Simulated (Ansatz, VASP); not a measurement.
## In in VASP and in Ansatz

File INCAR:

```
SYSTEM = In
PREC = Accurate ; ENCUT = 500
EDIFF = 1E-6 ; ISMEAR = 0
SIGMA = 0.1 ; LREAL = .False.
LASPH = .True. ; NELM = 120
ALGO = Normal ; ISIF = 2
LWAVE = .False. ; LCHARG = .True.
GGA = PE ; LELF = .True.
LVHAR = .True. ; NBANDS = 34
GGA_COMPAT = .False.
```

KPOINTS

```
regular mesh
0
Gamma
  6 6 2
  0 0 0
```

Contents of POSCAR:

```
In
1.0
    3.3638438630      0.0000000000      0.0000000000
   -1.6819219315      2.9131742397      0.0000000000
    0.0000000000      0.0000000000     10.7997083600
In
4
Direct
    0.0000000000      0.0000000000      0.0000000000
    0.3333333300      0.6666666700      0.2500000000
    0.0000000000      0.0000000000      0.5000000000
    0.6666666700      0.3333333300      0.7500000000
```

Input for Ansatz:

```yaml
crystal:
  lattice:
    - [3.363843863, 0.0, 0.0]
    - [-1.6819219315, 2.9131742397, 0.0]
    - [0.0, 0.0, 10.79970836]
  atoms:
    - { symbol: In, position: [0.0, 0.0, 0.0] }
    - { symbol: In, position: [0.33333333, 0.66666667, 0.25] }
    - { symbol: In, position: [0.0, 0.0, 0.5] }
    - { symbol: In, position: [0.66666667, 0.33333333, 0.75] }
basis:
  ecutwfc: 420
kpoints:
  mp_grid: { grid: [6, 6, 2] }
hamiltonian:
  xc: pbe
scf:
  occupations: { method: gaussian, width: 0.1 }
output:
  forces: true
  stress: true
  eigenvalues: true
```

Alike in both runs: task single point; functional PBE; k mesh 6 × 6 × 2; occupations gaussian, width 0.1 eV; no spin polarisation.

```csv
,VASP,Ansatz
version,VASP 6.6.1,Ansatz 0.2.0
potentials or method,"VASP PAW PBE potentials, release 64 (In_d), cutoff 500 eV","scalar-relativistic, plane waves, PAW"
valence electrons in the cell,52,52
```

|  | VASP | Ansatz | Ansatz less VASP |
| --- | --- | --- | --- |
| gap on the k mesh at the Fermi level (eV) | none | none | - |
| pressure (GPa) | 1.2 | 1.2 | +0.05 |
| traceless stress, the component that is largest in VASP (GPa) | 1.80 | 1.80 | +0.005 |

A gap of «none» marks a metal or a gap that the smearing closes.
